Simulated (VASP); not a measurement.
# HfN (F-43m) in VASP: notebook, part 2 of 2

VASP 6.6.1. The steps go on from the part before.

## 3. Single point, r2SCAN

This run uses another cell than the first one, of 14.50 Å³/atom, 1.021 times its volume.

POSCAR reads:

```
HfN
1.0
    0.0000000000      2.4383461881      2.4383461881
    2.4383461881      0.0000000000      2.4383461881
    2.4383461881      2.4383461881      0.0000000000
Hf N
1 1
Direct
    0.0000000000      0.0000000000      0.0000000000
    0.2500000000      0.2500000000      0.2500000000
```

INCAR.step1 reads:

```
SYSTEM = HfN
  PREC = Accurate
  ENCUT = 520
  ISMEAR = -1
  SIGMA = 0.05
  LREAL = .FALSE.
  LASPH = .TRUE.
  NELM = 100
  NBANDS = 14
  GGA = PE
  ALGO = Normal
  EDIFF = 1E-4
  LWAVE = .TRUE.
  LCHARG = .FALSE.
```

INCAR.step2 reads:

```
SYSTEM = HfN
  PREC = Accurate
  ENCUT = 520
  EDIFF = 1E-7
  ISMEAR = -1
  SIGMA = 0.05
  LREAL = .FALSE.
  LASPH = .TRUE.
  NELM = 100
  ALGO = Normal
  ISIF = 2
  LWAVE = .FALSE.
  LCHARG = .FALSE.
  METAGGA = R2SCAN
  LMIXTAU = .TRUE.
  NBANDS = 14
  ISTART = 1
```

KPOINTS reads:

```
Automatic mesh
0
G
  9 9 9
  0 0 0
```

Potentials or basis: VASP PAW PBE potentials, release 64 (Hf_pv, N).

Started as:

```
cat potpaw_PBE.64/Hf_pv/POTCAR potpaw_PBE.64/N/POTCAR > POTCAR
cp INCAR.step1 INCAR
mpirun -np 1 vasp_std > vasp.out
cp INCAR.step2 INCAR
mpirun -np 1 vasp_std > vasp.out
```

OUTCAR:

```text
SYSTEM = HfN
   PREC = Accurate
   ENCUT = 520
   EDIFF = 1E-7
   ISMEAR = -1
   LREAL = .FALSE.
   LASPH = .TRUE.
   NELM = 100
   ISIF = 2
   METAGGA = R2SCAN
   ISTART = 1

 ion  position               nearest neighbor table
   1  0.000  0.000  0.000-   2 2.11   2 2.11   2 2.11   2 2.11
   2  0.250  0.250  0.250-   1 2.11   1 2.11   1 2.11   1 2.11

  LATTYP: Found a face centered cubic cell.
 ALAT       =     4.8766923762

  Lattice vectors:

 A1 = (   0.0000000000,   2.4383461881,   2.4383461881)
 A2 = (   2.4383461881,   0.0000000000,   2.4383461881)
 A3 = (   2.4383461881,   2.4383461881,   0.0000000000)

Analysis of symmetry for initial positions (statically):
=====================================================================
 Subroutine PRICEL returns:
 Original cell was already a primitive cell.

 Routine SETGRP: Setting up the symmetry group for a
 face centered cubic supercell.

 Subroutine GETGRP returns: Found 24 space group operations
 (whereof 24 operations were pure point group operations)
 out of a pool of 48 trial point group operations.

The static configuration has the point symmetry T_d .

Analysis of symmetry for dynamics (positions and initial velocities):
=====================================================================
 Subroutine PRICEL returns:
 Original cell was already a primitive cell.

 Routine SETGRP: Setting up the symmetry group for a
 face centered cubic supercell.

 Subroutine GETGRP returns: Found 24 space group operations
 (whereof 24 operations were pure point group operations)
 out of a pool of 48 trial point group operations.

The dynamic configuration has the point symmetry T_d .

 Subroutine INISYM returns: Found 24 space group operations
 (whereof 24 operations are pure point group operations),
 and found     1 'primitive' translations

----------------------------------------------------------------------------------------

                                     Primitive cell

  volume of cell :      28.9945

  direct lattice vectors                    reciprocal lattice vectors
     0.000000000  2.438346188  2.438346188    -0.205057019  0.205057019  0.205057019
     2.438346188  0.000000000  2.438346188     0.205057019 -0.205057019  0.205057019
     2.438346188  2.438346188  0.000000000     0.205057019  0.205057019 -0.205057019

  length of vectors
     3.448342249  3.448342249  3.448342249     0.355169175  0.355169175  0.355169175

  position of ions in fractional coordinates (direct lattice)
     0.000000000  0.000000000  0.000000000
     0.250000000  0.250000000  0.250000000

  ion indices of the primitive-cell ions
   primitive index   ion index
                 1           1
                 2           2

----------------------------------------------------------------------------------------

 KPOINTS: Automatic mesh

Automatic generation of k-mesh.
 Grid dimensions read from file:
 generate k-points for:    9    9    9

 Generating k-lattice:

  Cartesian coordinates                     Fractional coordinates (reciprocal lattice)
    -0.022784113  0.022784113  0.022784113     0.111111111  0.000000000  0.000000000
     0.022784113 -0.022784113  0.022784113     0.000000000  0.111111111  0.000000000
     0.022784113  0.022784113 -0.022784113     0.000000000  0.000000000  0.111111111

  Length of vectors
     0.039463242  0.039463242  0.039463242

  Shift w.r.t. Gamma in fractional coordinates (k-lattice)
     0.000000000  0.000000000  0.000000000

 Subroutine IBZKPT returns following result:
 ===========================================

 Found     35 irreducible k-points:

 Following reciprocal coordinates:
            Coordinates               Weight
  0.000000  0.000000  0.000000      1.000000
  0.111111  0.000000  0.000000      8.000000
  0.222222  0.000000  0.000000      8.000000
  0.333333  0.000000  0.000000      8.000000
  0.444444  0.000000  0.000000      8.000000
  0.111111  0.111111  0.000000      6.000000
[... 16 lines left out ...]
 -0.333333  0.333333  0.000000     12.000000
  0.444444  0.444444  0.000000      6.000000
 [... further k-points ...]
   k-points           NKPTS =     35   k-points in BZ     NKDIM =     35   number of bands    NBANDS=     14
   number of dos      NEDOS =    301   number of ions     NIONS =      2
   total plane-waves  NPLWV =  21952
   dimension x,y,z NGX =    28 NGY =   28 NGZ =   28
   dimension x,y,z NGXF=    56 NGYF=   56 NGZF=   56
   ions per type =               1   1
   NGX,Y,Z   is equivalent  to a cutoff of  13.50, 13.50, 13.50 a.u.
   NGXF,Y,Z  is equivalent  to a cutoff of  27.00, 27.00, 27.00 a.u.
 SYSTEM =  HfN
   PREC   = accura    normal or accurate (medium, high low for compatibility)
   ISTART =      1    job   : 0-new  1-cont  2-samecut
   ICHARG =      0    charge: 1-file 2-atom 10-const
   ISPIN  =      1    spin polarized calculation?
   LNONCOLLINEAR =      F non collinear calculations
   LSORBIT =      F    spin-orbit coupling
   LASPH  =      T    aspherical Exc in radial PAW
   ENCUT  =  520.0 eV  38.22 Ry    6.18 a.u.   6.41  6.41  6.41*2*pi/ulx,y,z
   NELM   =    100;   NELMIN=  2; NELMDL=  0     # of ELM steps
   EDIFF  = 0.1E-06   stopping-criterion for ELM
   LREAL  =      F    real-space projection
   EDIFFG = 0.1E-05   stopping-criterion for IOM
   NSW    =      0    number of steps for IOM
   IBRION =     -1    ionic relax: 0-MD 1-quasi-New 2-CG
   NFREE  =      0    steps in history (QN), initial steepest desc. (CG)
   ISIF   =      2    stress and relaxation
   ISYM   =      2    0-nonsym 1-usesym 2-fastsym
   POTIM  = 0.5000    time-step for ionic-motion
   TEBEG  =    0.0;   TEEND  =   0.0 temperature during run
   PSTRESS=    0.0 pullay stress
   NELECT =      15.0000    total number of electrons
   NUPDOWN=      -1.0000    fix difference up-down
   EMIN   =  10.00;   EMAX   =-10.00  energy-range for DOS
   EFERMI =   0.00;   METHOD = LEGACY
   ISMEAR =    -1;   SIGMA  =   0.05  broadening in eV -4-tet -1-fermi 0-gaus
   EFERMI_NEDOS =   21; number of points for ismear=-14 and -15
   IALGO  =     38    algorithm
   IMIX   =      4    mixing-type and parameters
     AMIX     =   0.40;   BMIX     =  1.00
     AMIX_MAG =   1.60;   BMIX_MAG =  1.00
  volume/ion in A,a.u.               =      14.50        97.83
  Fermi-wavevector in a.u.,A,eV,Ry     =   1.314215  2.483507 23.499467  1.727162
  Thomas-Fermi vector in A             =   2.444484
   LORBIT       =      0    0 simple, 1 ext, 2 COOP (PROOUT), +10 PAW based schemes
   METAGGA = R2SCAN    functional components
   LHFCALC =     F    Hartree Fock is set to
   AEXX    =    0.0000 exact exchange contribution
   IVDW    =     0    specifies the selected vdW correction
   LEPSILON=     F    determine dielectric tensor
   LRPA    =     F    only Hartree local field effects (RPA)
 non-spin polarized calculation
  energy-cutoff  :      520.00
  volume of cell :       28.99
 maximum number of plane-waves:       797
 NGX is ok and might be reduce to    28
   NGX = 13   NGY = 13   NGZ = 13

 number of electron      15.0000002 magnetization

 Free energy of the ion-electron system (eV)
  ---------------------------------------------------
  ext. energy  EPLUGINS =         0.00000000
  ---------------------------------------------------
  free energy    TOTEN  =       -57.71700023 eV

  energy without entropy =      -57.71193049  energy(sigma->0) =      -57.71446536

 E-fermi :   5.9291     XC(G=0): -12.0526

 val. band max:        5.8801001265   @ k =  -0.2222   0.3333   0.1111
 cond. band min:       5.9671266241   @ k =   0.1111   0.0000   0.0000
 fundamental gap:      0.0870264975
 Fermi energy:         5.9291053365

 k-point     1 :       0.0000    0.0000    0.0000
  band No.  band energies     occupation
      1     -26.3352      2.00000
      2     -26.3352      2.00000
      3     -26.3352      2.00000
      4     -11.4111      2.00000
      5       0.0251      2.00000
      6       0.0251      2.00000
      7       0.0251      2.00000
      8       5.3028      1.99999
      9       8.4493      0.00000
     10       8.4493      0.00000
     11      12.9846      0.00000
     12      12.9846      0.00000
     13      12.9846      0.00000
     14      17.2431      0.00000
[... 375 lines left out ...]
 k-point    24 :       0.4444    0.4444    0.0000
  band No.  band energies     occupation
      1     -26.8528      2.00000
      2     -26.5063      2.00000
      3     -26.5063      2.00000
      4      -9.9619      2.00000
      5      -1.3595      2.00000
      6       1.8898      2.00000
      7       1.8898      2.00000
      8       4.6754      2.00000
      9       8.6592      0.00000
     10      10.2962      0.00000
     11      11.0450      0.00000
     12      11.0450      0.00000
     13      15.6387      0.00000
     14      17.2430      0.00000

 [... further k-points ...]
[... 5 lines left out ...]
  --------------------------------------------------------------------------------------
  -------------------------------------------------------------------------------------
  Total        0.0900607      0.0900607      0.0900607      0.0000000     -0.0000000      0.0000000
  in kB        4.9765640      4.9765640      4.9765640      0.0000000     -0.0000000      0.0000000
  external PRESSURE =       4.9765640 kB  Pullay stress =       0.0000000 kB

 VOLUME and BASIS-vectors are now :
 -----------------------------------------------------------------------------
  energy-cutoff  :      520.00
  volume of cell :       28.99
      direct lattice vectors                 reciprocal lattice vectors
     0.000000000  2.438346188  2.438346188    -0.205057019  0.205057019  0.205057019
     2.438346188  0.000000000  2.438346188     0.205057019 -0.205057019  0.205057019
     2.438346188  2.438346188  0.000000000     0.205057019  0.205057019 -0.205057019

 POSITION                                       TOTAL-FORCE (eV/Angst)
 -----------------------------------------------------------------------------------
      0.00000      0.00000      0.00000         0.000000      0.000000      0.000000
      1.21917      1.21917      1.21917        -0.000000     -0.000000     -0.000000
 -----------------------------------------------------------------------------------
    total drift:                                0.000000      0.000000      0.000000

  FREE ENERGIE OF THE ION-ELECTRON SYSTEM (eV)
  ---------------------------------------------------
  free  energy   TOTEN  =       -57.7170002294 eV

  energy  without entropy=      -57.7119304928  energy(sigma->0) =      -57.71446536
```

Run time: 55 s. Hardware: 1 thread of Intel Xeon Platinum 8124M at 3.00GHz (Skylake/Cascade Lake), shared host; peak memory 0.17 GiB.

What came out:

```
Free energy : -57.7170 eV
Pressure    : 0.5 GPa
```

Caveat: the PAW data sets were made with another functional, which shifts forces and pressure a little; spin-orbit coupling is left out, which moves the levels of the heavy elements.
